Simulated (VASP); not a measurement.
The system is Sr4HfO.

```
Sr Hf O
1.0
     0.00000    4.35683    4.35683
     4.35683    0.00000    4.35683
     4.35683    4.35683    0.00000
Sr Hf O
4 1 1
Cartesian
  3.2677 3.2677 5.4459
  5.4459 5.4459 5.4459
  3.2677 5.4459 3.2677
  5.4459 3.2677 3.2677
  0.0000 0.0000 0.0000
  2.1784 2.1784 2.1784
```

The cell was built from a structure type or drawn by symmetry, and may not be a known phase.

* Program: VASP 6.6.1
* Task: relaxation of cell and atoms
* Functional: PBE
* Potentials or basis: VASP PAW PBE potentials, release 64 (Sr_sv, Hf_pv, O)
* Cutoff: 600 eV
* k mesh: 4 × 4 × 4
* Occupations: gaussian, width 0.1 eV
* Spin: no spin polarisation

At the start: pressure 9.2 GPa; volume 27.57 Å³/atom.

Q: Where does the relaxation end?

A: Over 7 steps the energy falls by 250.3 meV/atom and the volume is 39.47 Å³/atom (+43.2 %); space group F-43m (No. 216, to 0.1 Å) before and after.

The path:
| step | energy change (eV) | largest force (eV/Å) | pressure (GPa) | volume (Å³) |
| --- | --- | --- | --- | --- |
| 1 | 0.0000 | 0.3324 | 9.18 | 165.40 |
| 2 | -1.2964 | 0.3817 | 2.15 | 206.16 |
| 3 | -1.4334 | 0.5560 | 0.69 | 223.53 |
| 4 | -1.4480 | 0.6143 | 0.19 | 231.30 |
| 5 | -1.4481 | 0.6240 | 0.10 | 232.77 |
| 6 | -1.4993 | 0.1396 | -0.01 | 235.94 |
| 7 | -1.5019 | 0.0089 | -0.04 | 236.81 |

Final structure:
```xyz
6
Lattice="0.0000 4.9105 4.9105 4.9105 0.0000 4.9105 4.9105 4.9105 0.0000" Properties=species:S:1:pos:R:3 pbc="T T T"
Sr    3.6746    3.6746    6.1463
Sr    6.1463    6.1463    6.1463
Sr    3.6746    6.1463    3.6746
Sr    6.1463    3.6746    3.6746
Hf    0.0000    0.0000    0.0000
O     2.4552    2.4552    2.4552
```

Caveat: the volume moved by over 15 % at a fixed basis, so the end points are rough.
